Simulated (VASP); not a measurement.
Mn, 1 atom in the cell. It takes space group Im-3m (No. 229, cubic). Conventional cell: a = 2.838 Å, b = 2.838 Å, c = 2.838 Å, α = 90.00°, β = 90.00°, γ = 90.00°. Within 3.2 Å of Mn (site symmetry m-3m) lie 14 Mn at 2.46 to 2.84 Å. This isn't the form of Mn at room conditions, which is a 58-atom cubic cell.

- Program: VASP 6.6.1
- Task: single point
- Functional: PBE
- Potentials or basis: VASP PAW PBE potentials, release 64 (Mn_pv)
- Cutoff: 520 eV
- k mesh: 55 × 55 × 55
- Occupations: fermi-dirac, width 0.0612256 eV
- Spin: no spin polarisation
- Dipole correction: no
- Further INCAR settings: ALGO = Normal; EDIFF = 1e-07; NBANDS = 12

Potentials or basis: VASP PAW PBE potentials, release 64 (Mn_pv).

Launch:

```console
$ cat potpaw_PBE.64/Mn_pv/POTCAR > POTCAR
$ mpirun -np 1 vasp_std > vasp.out
```

Hardware: 1 thread of Intel(R) Xeon(R) Platinum 8259CL CPU @ 2.50GHz (Skylake/Cascade Lake), on a shared host.

How long does it take, and how much memory?

Run time: 5.4 min on 1 thread of Intel(R) Xeon(R) Platinum 8259CL CPU @ 2.50GHz (Skylake/Cascade Lake) (shared host), peak memory 0.61 GiB. Counts: scf iterations 13, k points 4060.
